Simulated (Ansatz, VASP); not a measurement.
# Sn2Bi2Te in VASP and in Ansatz

```xyz
5
Lattice="5.5270 0.0000 0.0000 -2.7635 4.7865 0.0000 0.0000 0.0000 6.6275" Properties=species:S:1:pos:R:3 pbc="T T T"
Sn    0.0000    3.1910    0.4124
Sn    2.7635    1.5955    0.4124
Bi    0.0000    3.1910    3.8240
Bi    2.7635    1.5955    3.8240
Te    0.0000    0.0000    0.8284
```

Alike in both runs: functional PBE; k mesh 6 × 6 × 2; occupations gaussian, width 0.1 eV; no spin polarisation.

Ansatz relaxed the structure, and its values are those at the end. VASP's run is a single point on that final structure, the one shown.

```csv
,VASP,Ansatz
version,VASP 6.6.1,Ansatz 0.2.0
potentials or method,"VASP PAW PBE potentials, release 64 (Sn_d, Bi_d, Te), cutoff 520 eV","scalar-relativistic, plane waves, PAW"
valence electrons in the cell,64,74
```

VASP gave:

| Item | Value |
| --- | --- |
| gap on the k mesh at the Fermi level (eV) | none |
| pressure (GPa) | -0.1 |
| rms of the force components (eV/Å) | 0.010 |

**Question.** Which values does Ansatz return?

**Answer.** gap on the k mesh at the Fermi level (eV): none; pressure (GPa): 0.0; rms of the force components (eV/Å): 0.009.

A gap of «none» marks a metal or a gap that the smearing closes. VASP's potentials hold 64 valence electrons a cell and Ansatz's 74, so a difference there can come from the potentials and not from the codes.

The k mesh is coarse, so the values compare programs but aren't converged. Spin-orbit coupling is off throughout.
